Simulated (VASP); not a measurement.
Al5Ga3N8, 16 atoms in the cell. Symmetry: Cm, No. 8, monoclinic system. Conventional cell: a = 10.868 Å, b = 6.276 Å, c = 5.069 Å, α = 90.00°, β = 90.04°, γ = 90.00°. Ga (site symmetry 1) has 4 N at 1.93 to 1.95 Å within 2.6 Å. Within 2.6 Å of Ga (site symmetry m) lie 4 N at 1.94 to 1.95 Å. Al (site symmetry m) has 4 N at 1.89 to 1.91 Å within 2.5 Å. Within 2.5 Å of Al (site symmetry m) lie 4 N at 1.88 to 1.90 Å. Within 2.5 Å of Al (site symmetry m) lie 4 N at 1.89 to 1.91 Å. Within 2.5 Å of Al (site symmetry 1) lie 4 N at 1.89 to 1.91 Å. N (site symmetry 1) has 2 Al at 1.89 Å and 2 Ga at 1.94 to 1.95 Å within 2.5 Å. N (site symmetry m) has 4 Al at 1.91 Å within 2.5 Å. 

```yaml
Program: VASP 6.6.1
Task: single point
Functional: PBEsol
Potentials_or_basis: VASP PAW PBE potentials, release 64 (Ga_d, Al, N)
Cutoff: 520 eV
k_mesh: 6 × 4 × 4
Occupations: gaussian, width 0.02 eV
Spin: no spin polarisation
Dipole_correction: no
Further_INCAR_settings: LREAL = Auto; ALGO = Normal; EDIFF = 1e-07; NBANDS = 61
```

Potentials or basis: VASP PAW PBE potentials, release 64 (Ga_d, Al, N).

Command:

```console
$ cat potpaw_PBE.64/Ga_d/POTCAR potpaw_PBE.64/Al/POTCAR potpaw_PBE.64/N/POTCAR > POTCAR
$ mpirun -np 1 vasp_std > vasp.out
```

Hardware: 1 thread of Intel(R) Xeon(R) 6975P-C (Granite Rapids) (shared host).

Task: Estimate the wall time of this run.

Result: It took 7.5 min on 1 thread of Intel(R) Xeon(R) 6975P-C (Granite Rapids) (shared host), peak memory 0.4 GiB. Counts: scf iterations 17, k points 34.
